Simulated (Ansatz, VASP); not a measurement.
Al: VASP beside Ansatz

```
Al
1.0
     2.70584    0.00000    0.00000
    -1.35292    2.34333    0.00000
     0.00000    0.00000    9.06024
Al
4
Direct
  0.00000 0.00000 0.00000
  0.33333 0.66667 0.25000
  0.00000 0.00000 0.50000
  0.66667 0.33333 0.75000
```

Alike in both runs: task single point; functional PBEsol; dispersion D3(BJ); k mesh 18 × 18 × 6; occupations gaussian, width 0.15 eV; no spin polarisation.

```csv
,VASP,Ansatz
version,VASP 6.6.1,Ansatz 0.2.0
potentials or method,"VASP PAW PBE potentials, release 64 (Al), cutoff 520 eV","scalar-relativistic, plane waves, PAW"
valence electrons in the cell,12,12
```

```tsv
	VASP	Ansatz	Ansatz less VASP
gap on the k mesh at the Fermi level (eV)	none	none	-
pressure (GPa)	9.2	9.0	-0.15
traceless stress, the component that is largest in VASP (GPa)	-2.45	-2.43	+0.020
```

VASP's potentials were made for PBE, not for PBEsol, and Ansatz warns of the same on its side. A gap of «none» marks a metal or a gap that the smearing closes.
